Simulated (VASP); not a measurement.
Crystal: Li.

```
CELL_PARAMETERS angstrom
3.55460 0.00000 0.00000
-1.77730 3.07837 0.00000
0.00000 0.00000 5.60340
ATOMIC_POSITIONS crystal
Li 0.66667 0.33333 0.72496
Li 0.66667 0.33333 0.27504
Li 0.00000 0.00000 0.00000
```

| Property | Result |
| --- | --- |
| Program | VASP 6.6.1 |
| Task | relaxation of cell and atoms |
| Functional | PBE |
| Potentials or basis | VASP PAW PBE potentials, release 64 (Li_sv) |
| Cutoff | 600 eV |
| k mesh | 6 × 6 × 4 |
| Occupations | gaussian, width 0.1 eV |
| Spin | no spin polarisation |

At the start: pressure 1.4 GPa; volume 20.44 Å³/atom.

**Question.** How do energy, volume and symmetry change on relaxing?

**Answer.** Over 11 steps the energy falls by 204.4 meV/atom and the volume is 19.54 Å³/atom (-4.4 %); space group P-6m2 (No. 187, to 0.05 Å).

The path:
```
step  energy change (eV)  largest force (eV/Å)  pressure (GPa)  volume (Å³)
   1              0.0000                0.4069            1.42        61.31
   2             -0.1141                0.3666            0.78        62.89
   3             -0.3841                0.2568           -0.59        67.25
   4             -0.3795                0.0048           -3.74        74.41
   5             -0.4890                0.1524           -1.81        70.41
   6             -0.5585                0.1548           -1.35        65.79
   7             -0.5994                0.1320           -0.43        59.94
   8             -0.6087                0.1073            0.07        58.54
   9             -0.6094                0.0976            0.25        58.01
  10             -0.6124                0.0486            0.08        58.33
  11             -0.6133                0.0079           -0.08        58.62
```

Final structure:
```yaml
crystal:
  lattice:
    - [3.10317, 0.00000, 0.00000]
    - [-1.55159, 2.68742, 0.00000]
    - [0.00000, 0.00000, 7.02859]
  atoms:
    - { symbol: Li, position: [0.66667, 0.33333, 0.68526] }
    - { symbol: Li, position: [0.66667, 0.33333, 0.31474] }
    - { symbol: Li, position: [0.00000, 0.00000, 0.00000] }
```

Caveat: the cutoff is under 1.25 times the usual one of these potentials, so pressure, stress and relaxed cells hold a basis-set (Pulay) error.
